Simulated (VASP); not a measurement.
Input of a VASP 6.6.1 run:

INCAR

```
SYSTEM = ScGaCl6
PREC     = Accurate       ! precision mode
ENCUT    = 520            ! plane-wave cutoff, eV
EDIFF    = 1E-6           ! SCF threshold, eV
ISMEAR   = -1             ! smearing method
SIGMA    = 0.03           ! smearing width, eV
LREAL    = .FALSE.        ! projectors in reciprocal space
LASPH    = .TRUE.         ! aspherical terms in the spheres
NELM     = 60             ! most SCF steps
ALGO     = Normal         ! electronic algorithm
ISIF     = 2              ! what is computed and relaxed
LWAVE    = .FALSE.        ! write WAVECAR
LCHARG   = .FALSE.        ! write CHGCAR
GGA      = PS             ! functional
NBANDS   = 43             ! bands
```

Contents of KPOINTS:

```
regular mesh
0
G
  4 4 4
  0 0 0
```

File POSCAR:

```
ScGaCl6
1.0
    6.0967074436      0.0776685002     -0.0592595183
    2.9805915126      5.3160016068      0.1096040172
    0.0114479201      3.3712015642      5.6112811526
Sc Ga Cl
1 1 6
Direct
    0.0000000000      0.0000000000      0.0000000000
    0.5000000000      0.0000000000      0.5000000000
    0.7415274493      0.8471228409      0.2549639744
    0.2584725507      0.1528771591      0.7450360256
    0.5886995772      0.5134259000      0.7450271023
    0.4113004228      0.4865741000      0.2549728977
    0.1022231435      0.1563321703      0.2550257181
    0.8977768565      0.8436678297      0.7449742819
```

Potentials or basis: VASP PAW PBE potentials, release 64 (Sc_sv, Ga_d, Cl).

Launch:

```console
$ cat potpaw_PBE.64/Sc_sv/POTCAR potpaw_PBE.64/Ga_d/POTCAR potpaw_PBE.64/Cl/POTCAR > POTCAR
$ mpirun -np 1 vasp_std > vasp.out
```

**Question.** Predict the largest force.

**Answer.** 0.019 eV/Å.

**Question.** What does it give for the pressure?

**Answer.** 0.0 GPa.

**Question.** Estimate the band gap on the k mesh.

**Answer.** 2.41 eV (least direct gap 2.75 eV).

Forces in eV/Å, atoms in the order of the input:
```
Sc   0.000  0.000  0.000
Ga   0.000  0.000  0.000
Cl  -0.016 -0.003  0.010
Cl   0.016  0.003 -0.010
Cl  -0.009  0.012 -0.010
Cl   0.009 -0.012  0.010
Cl   0.004  0.014  0.011
Cl  -0.004 -0.014 -0.011
```

Caveat: the PAW data sets were made with another functional, which shifts forces and pressure a little. A k mesh can miss the band edges.
